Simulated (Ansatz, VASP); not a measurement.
**SiGe3: VASP beside Ansatz**

```
CELL_PARAMETERS angstrom
1.98389 1.14540 6.46719
-1.98389 1.14540 6.46719
0.00000 -2.29080 6.46719
ATOMIC_POSITIONS crystal
Si 0.00009 0.00009 0.00009
Ge 0.50005 0.50005 0.50005
Ge 0.37341 0.37341 0.37341
Ge 0.87646 0.87646 0.87646
```

Alike in both runs: task single point; functional r2SCAN; k mesh 8 × 8 × 8; no spin polarisation.

```csv
,VASP,Ansatz
version,VASP 6.6.1,Ansatz 0.2.0
potentials or method,"VASP PAW PBE potentials, release 64 (Si, Ge_d)","plane waves, PAW"
plane-wave cutoff (eV),520,500
occupations,"gaussian, width 0.01 eV",fixed
valence electrons in the cell,46,46
```

```tsv
	VASP	Ansatz	Ansatz less VASP
gap on the k mesh at the Fermi level (eV)	0.64	0.65	+0.012
pressure (GPa)	0.1	0.0	-0.03
traceless stress, the component that is largest in VASP (GPa)	0.12	0.12	-0.001
rms of the force components (eV/Å)	0.005	0.004	-0.0003
```

VASP's potentials were made for PBE, not for r2SCAN. Atom by atom the forces differ by 0.004 eV/Å (rms over components).
